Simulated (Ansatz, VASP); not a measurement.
**Ru in VASP and in Ansatz**

```xyz
1
Lattice="0.0000 2.2046 1.4985 2.2046 0.0000 1.4985 2.2046 2.2046 0.0000" Properties=species:S:1:pos:R:3 pbc="T T T"
Ru    0.0000    0.0000    0.0000
```

Alike in both runs: task single point; functional PBE; k mesh 22 × 22 × 22; occupations gaussian, width 0.15 eV; no spin polarisation.

|  | VASP | Ansatz |
| --- | --- | --- |
| version | VASP 6.6.1 | Ansatz 0.2.0 |
| potentials or method | VASP PAW PBE potentials, release 64 (Ru_pv), cutoff 520 eV | scalar-relativistic, plane waves, PAW |
| valence electrons in the cell | 14 | 16 |

VASP gave:

| Item | Value |
| --- | --- |
| gap on the k mesh at the Fermi level (eV) | none |
| pressure (GPa) | -6.3 |
| traceless stress, the component that is largest in VASP (GPa) | -6.14 |

Question: What did Ansatz give for the same quantities?

Answer: gap on the k mesh at the Fermi level (eV): none; pressure (GPa): -6.2; traceless stress, the component that is largest in VASP (GPa): -6.16.

A gap of «none» marks a metal or a gap that the smearing closes. The functional is the same, so the differences come from potentials, cutoffs and numerics. VASP's potentials hold 14 valence electrons a cell and Ansatz's 16, so a difference there can come from the potentials and not from the codes.
